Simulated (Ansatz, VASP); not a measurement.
## Two plane-wave programs on As

POSCAR

```
As
1.0
    4.5664000000      0.0000000000      0.0000000000
   -2.2832000000      3.9546200000      0.0000000000
    0.0000000000      0.0000000000      2.8337400000
As
2
Direct
    0.3333300000      0.6666700000      0.0000000000
    0.6666700000      0.3333300000      0.0000000000
```

INCAR.step1

```
SYSTEM = As
PREC = Accurate
ENCUT = 520
ISMEAR = -1
SIGMA = 0.05
LREAL = .False.
LASPH = .True.
NELM = 100
NBANDS = 12
GGA = PE
ALGO = Normal
EDIFF = 1E-4
LWAVE = .True.
LCHARG = .False.
```

INCAR.step2

```
SYSTEM = As
PREC = Accurate
ENCUT = 520
EDIFF = 1E-7
ISMEAR = -1
SIGMA = 0.05
LREAL = .False.
LASPH = .True.
NELM = 100
ALGO = Normal
ISIF = 2
LWAVE = .False.
LCHARG = .True.
METAGGA = R2SCAN
LMIXTAU = .True.
LELF = .True.
LVHAR = .True.
NBANDS = 12
ISTART = 1
```

The input KPOINTS:

```
regular mesh
0
Gamma
  7 7 9
  0 0 0
```

Contents of input.yaml:

```yaml
crystal:
  lattice:
    - [4.5664, 0.0, 0.0]
    - [-2.2832, 3.95462, 0.0]
    - [0.0, 0.0, 2.83374]
  atoms:
    - { symbol: As, position: [0.33333, 0.66667, 0.0] }
    - { symbol: As, position: [0.66667, 0.33333, 0.0] }
hamiltonian:
  xc: r2scan
  pseudopotentials: { kind: paw }
kpoints:
  mp_grid: { grid: [7, 7, 9] }
  band_path:
    path:
      - [[0.0, 0.0, 0.0], [0.5, 0.0, 0.0], [0.3333333333, 0.3333333333, 0.0], [0.0, 0.0, 0.0], [0.0, 0.0, 0.5], [0.5, 0.0, 0.5], [0.3333333333, 0.3333333333, 0.5], [0.0, 0.0, 0.5]]
      - [[0.5, 0.0, 0.5], [0.5, 0.0, 0.0]]
      - [[0.3333333333, 0.3333333333, 0.0], [0.3333333333, 0.3333333333, 0.5]]
    npoints: 14
scf:
  occupations: { method: fermi_dirac, width: 0.05 }
  n_extra_bands: 6
output:
  forces: true
  stress: true
  eigenvalues: true
  fatbands: false
```

Alike in both runs: functional r2SCAN; k mesh 7 × 7 × 9; occupations fermi-dirac, width 0.05 eV; no spin polarisation.

```csv
,VASP,Ansatz
version,VASP 6.6.1,Ansatz 0.2.0
potentials or method,"VASP PAW PBE potentials, release 64 (As)",Ansatz PAW
plane-wave cutoff (eV),520,500
valence electrons in the cell,10,30
task,single point,band structure
```

Ansatz gave:

| Item | Value |
| --- | --- |
| gap on the k mesh at the Fermi level (eV) | none |
| pressure (GPa) | -1.7 |
| traceless stress, the component that is largest in VASP (GPa) | 2.03 |

**Question.** What did VASP give for the same quantities?

**Answer.** gap on the k mesh at the Fermi level (eV): none; pressure (GPa): -1.7; traceless stress, the component that is largest in VASP (GPa): 2.02.

VASP's potentials were made for PBE, not for r2SCAN. A gap of «none» marks a metal or a gap that the smearing closes. VASP's potentials hold 10 valence electrons a cell and Ansatz's 30, so a difference there can come from the potentials and not from the codes.
